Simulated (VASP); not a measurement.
# Ga3B2As (P4/mmm) in VASP: single point with PBE

Aim: the single point of Ga3B2As with PBE.

Program: VASP 6.6.1. These are calculated values, not measurements. Logs are shortened: lines on timing, memory, paths and dates and some standing lists are left out, and cuts for length are marked.

## 1. The cell of the first run

The structure is tetragonal, space group P4/mmm (No. 123). Conventional cell: a = 3.159 Å, b = 3.159 Å, c = 8.948 Å, α = 90.00°, β = 90.00°, γ = 90.00°. Ga (site symmetry 4mm) has 5 Ga at 2.57 to 3.16 Å and 4 B at 2.83 Å and 4 As at 2.94 Å within 3.4 Å. Within 3.2 Å of Ga (site symmetry 4/mmm) lie 8 B at 2.38 Å and 6 Ga at 2.57 to 3.16 Å. B (site symmetry 4mm) has 1 B at 1.65 Å within 2.2 Å. As (site symmetry 4/mmm) has 8 Ga at 2.94 Å and 4 As at 3.16 Å and 2 B at 3.65 Å within 3.9 Å.

## 2. Single point, PBE

POSCAR

```
Ga3B2As
1.0
    3.1587343862      0.0000000000      0.0000000000
    0.0000000000      3.1587343862      0.0000000000
    0.0000000000      0.0000000000      8.9481558505
Ga B As
3 2 1
Direct
    0.5000000000      0.5000000000      0.2127935689
    0.5000000000      0.5000000000      0.5000000000
    0.5000000000      0.5000000000      0.7872064311
    0.0000000000      0.0000000000      0.4077964068
    0.0000000000      0.0000000000      0.5922035932
    0.0000000000      0.0000000000      0.0000000000
```

INCAR.step1

```
SYSTEM = Ga3B2As
  PREC = Accurate
  ENCUT = 420
  EDIFF = 1E-6
  ISMEAR = 0
  SIGMA = 0.1
  LREAL = .FALSE.
  LASPH = .TRUE.
  NELM = 120
  ALGO = Normal
  ISIF = 2
  LWAVE = .FALSE.
  LCHARG = .TRUE.
  GGA = PE
  NBANDS = 34
  GGA_COMPAT = .FALSE.
  NEDOS = 2001
  LORBIT = 11
```

KPOINTS.step1

```
Automatic mesh
0
G
  12 12 6
  0 0 0
```

INCAR.step2

```
SYSTEM = Ga3B2As
  PREC = Accurate
  ENCUT = 420
  EDIFF = 1E-6
  ISMEAR = -5
  SIGMA = 0.1
  LREAL = .FALSE.
  LASPH = .TRUE.
  NELM = 120
  ALGO = Normal
  ISIF = 2
  LWAVE = .FALSE.
  LCHARG = .FALSE.
  GGA = PE
  LORBIT = 11
  NBANDS = 34
  NEDOS = 2001
  ICHARG = 11
  GGA_COMPAT = .FALSE.
```

KPOINTS.step2

```
Automatic mesh
0
G
  18 18 9
  0 0 0
```

Potentials or basis: VASP PAW PBE potentials, release 64 (Ga_d, B, As).

On the command line:

```bash
> cat potpaw_PBE.64/Ga_d/POTCAR potpaw_PBE.64/B/POTCAR potpaw_PBE.64/As/POTCAR > POTCAR
> cp INCAR.step1 INCAR
> cp KPOINTS.step1 KPOINTS
> mpirun -np 1 vasp_std > vasp.out
> cp INCAR.step2 INCAR
> cp KPOINTS.step2 KPOINTS
> mpirun -np 1 vasp_std > vasp.out
```

OUTCAR:

```text
SYSTEM = Ga3B2As
   PREC = Accurate
   ENCUT = 420
   EDIFF = 1E-6
   ISMEAR = -5
   LREAL = .FALSE.
   LASPH = .TRUE.
   NELM = 120
   ISIF = 2
   GGA = PE
   LORBIT = 11
   ICHARG = 11

 ion  position               nearest neighbor table
   1  0.500  0.500  0.213-   2 2.57
   2  0.500  0.500  0.500-   4 2.38   5 2.38   4 2.38   5 2.38   4 2.38   5 2.38   4 2.38   5 2.38
                             1 2.57   3 2.57
   3  0.500  0.500  0.787-   2 2.57
   4  0.000  0.000  0.408-   5 1.65   2 2.38   2 2.38   2 2.38   2 2.38
   5  0.000  0.000  0.592-   4 1.65   2 2.38   2 2.38   2 2.38   2 2.38
   6  0.000  0.000  0.000-

  LATTYP: Found a simple tetragonal cell.
 ALAT       =     3.1587343862
 C/A-ratio  =     2.8328294679

  Lattice vectors:

 A1 = (   3.1587343862,   0.0000000000,   0.0000000000)
 A2 = (   0.0000000000,   3.1587343862,   0.0000000000)
 A3 = (   0.0000000000,   0.0000000000,   8.9481558505)

Analysis of symmetry for initial positions (statically):
=====================================================================
 Subroutine PRICEL returns:
 Original cell was already a primitive cell.

 Routine SETGRP: Setting up the symmetry group for a
 simple tetragonal supercell.

 Subroutine GETGRP returns: Found 16 space group operations
 (whereof 16 operations were pure point group operations)
 out of a pool of 16 trial point group operations.

The static configuration has the point symmetry D_4h.

Analysis of symmetry for dynamics (positions and initial velocities):
=====================================================================
 Subroutine PRICEL returns:
 Original cell was already a primitive cell.

 Routine SETGRP: Setting up the symmetry group for a
 simple tetragonal supercell.

 Subroutine GETGRP returns: Found 16 space group operations
 (whereof 16 operations were pure point group operations)
 out of a pool of 16 trial point group operations.

The dynamic configuration has the point symmetry D_4h.

 Subroutine INISYM returns: Found 16 space group operations
 (whereof 16 operations are pure point group operations),
 and found     1 'primitive' translations

----------------------------------------------------------------------------------------

                                     Primitive cell

  volume of cell :      89.2811

  direct lattice vectors                    reciprocal lattice vectors
[... 111 lines left out ...]
   EFERMI =   0.00;   METHOD = LEGACY
   ISMEAR =    -5;   SIGMA  =   0.10  broadening in eV -4-tet -1-fermi 0-gaus
   EFERMI_NEDOS =   21; number of points for ismear=-14 and -15
   IALGO  =     38    algorithm
   IMIX   =      4    mixing-type and parameters
     AMIX     =   0.40;   BMIX     =  1.00
     AMIX_MAG =   1.60;   BMIX_MAG =  1.00
  volume/ion in A,a.u.               =      14.88       100.42
  Fermi-wavevector in a.u.,A,eV,Ry     =   1.349413  2.550021 24.775061  1.820916
  Thomas-Fermi vector in A             =   2.477002
   LORBIT       =     11    0 simple, 1 ext, 2 COOP (PROOUT), +10 PAW based schemes
   GGA     = PE    functional components
   LHFCALC =     F    Hartree Fock is set to
   AEXX    =    0.0000 exact exchange contribution
   IVDW    =     0    specifies the selected vdW correction
   LEPSILON=     F    determine dielectric tensor
   LRPA    =     F    only Hartree local field effects (RPA)
 non-spin polarized calculation
 Fermi weights with tetrahedron method with Bloechl corrections
  energy-cutoff  :      420.00
  volume of cell :       89.28
 maximum number of plane-waves:      1776
 NGX is ok and might be reduce to    24

 number of electron      49.9999979 magnetization

 Free energy of the ion-electron system (eV)
  ---------------------------------------------------
  ext. energy  EPLUGINS =         0.00000000
  ---------------------------------------------------
  free energy    TOTEN  =       -22.38476001 eV

  energy without entropy =      -22.38476001  energy(sigma->0) =      -22.38476001

 E-fermi :   5.9044     XC(G=0): -11.1907

 val. band max:        5.9856930617   @ k =   0.2222   0.0556   0.4444
 cond. band min:       5.7837310783   @ k =   0.2778   0.1111   0.4444
 fundamental gap:     -0.2019619834
 Fermi energy:         5.9044168120

 k-point     1 :       0.0000    0.0000    0.0000
  band No.  band energies     occupation
      1      -9.3151      2.00000
      2      -9.0837      2.00000
      3      -9.0499      2.00000
      4      -9.0499      2.00000
      5      -9.0352      2.00000
      6      -9.0261      2.00000
[... 877 lines left out ...]
     33      12.6635      0.00000
     34      12.7535      0.00000

 [... further k-points ...]

------------------------ aborting loop because EDIFF is reached ----------------------------------------

  FORCE on cell =-STRESS in cart. coord.  units (eV):
  Direction    XX          YY          ZZ          XY          YZ          ZX
  --------------------------------------------------------------------------------------
  -------------------------------------------------------------------------------------
  Total        0.5155986      0.5155986     -0.1876667      0.0000000      0.0000000      0.0000000
  in kB        9.2525740      9.2525740     -3.3677358      0.0000000      0.0000000      0.0000000
  external PRESSURE =       5.0458041 kB  Pullay stress =       0.0000000 kB

 VOLUME and BASIS-vectors are now :
 -----------------------------------------------------------------------------
  energy-cutoff  :      420.00
  volume of cell :       89.28
      direct lattice vectors                 reciprocal lattice vectors
     3.158734386  0.000000000  0.000000000     0.316582491  0.000000000  0.000000000
     0.000000000  3.158734386  0.000000000     0.000000000  0.316582491  0.000000000
     0.000000000  0.000000000  8.948155850     0.000000000  0.000000000  0.111754871

 POSITION                                       TOTAL-FORCE (eV/Angst)
 -----------------------------------------------------------------------------------
      1.57937      1.57937      1.90411        -0.000000     -0.000000     -0.050426
      1.57937      1.57937      4.47408         0.000000      0.000000      0.000000
      1.57937      1.57937      7.04405         0.000000      0.000000      0.050426
      0.00000      0.00000      3.64903         0.000000     -0.000000      0.123515
      0.00000      0.00000      5.29913        -0.000000     -0.000000     -0.123515
      0.00000      0.00000      0.00000         0.000000      0.000000      0.000000
 -----------------------------------------------------------------------------------
    total drift:                                0.000000     -0.000000      0.000000

  FREE ENERGIE OF THE ION-ELECTRON SYSTEM (eV)
  ---------------------------------------------------
  free  energy   TOTEN  =       -22.3847600133 eV

  energy  without entropy=      -22.3847600133  energy(sigma->0) =      -22.38476001

 total charge

# of ion       s       p       d       tot
------------------------------------------
    1        1.009   0.496   9.975  11.480
    2        0.882   0.791  10.058  11.730
    3        1.009   0.496   9.975  11.480
    4        0.734   0.981   0.000   1.715
    5        0.734   0.981   0.000   1.715
    6        1.332   1.258   0.043   2.633
--------------------------------------------------
tot          5.699   5.003  30.051  40.753
```

OUTCAR.step1:

```text
SYSTEM = Ga3B2As
   PREC = Accurate
   ENCUT = 420
   EDIFF = 1E-6
   ISMEAR = 0
   LREAL = .FALSE.
   LASPH = .TRUE.
   NELM = 120
   ISIF = 2
   GGA = PE
   LORBIT = 11

[... 1131 lines left out ...]
  free  energy   TOTEN  =       -22.3984280919 eV

  energy  without entropy=      -22.3859858446  energy(sigma->0) =      -22.39220697

 total charge

# of ion       s       p       d       tot
------------------------------------------
    1        1.006   0.498   9.976  11.479
    2        0.879   0.791  10.057  11.727
    3        1.006   0.498   9.976  11.479
    4        0.735   0.980   0.000   1.716
    5        0.735   0.980   0.000   1.716
    6        1.332   1.254   0.043   2.629
--------------------------------------------------
tot          5.694   5.001  30.051  40.746
```

It took 11 min on 1 thread of Oxide Virtual Turin-like, shared host; peak memory 0.54 GiB.

What came out:

```
Valence electrons inside the program's atomic spheres : Ga 11.48, 11.73 (each value once); B 1.72; As 2.63
```
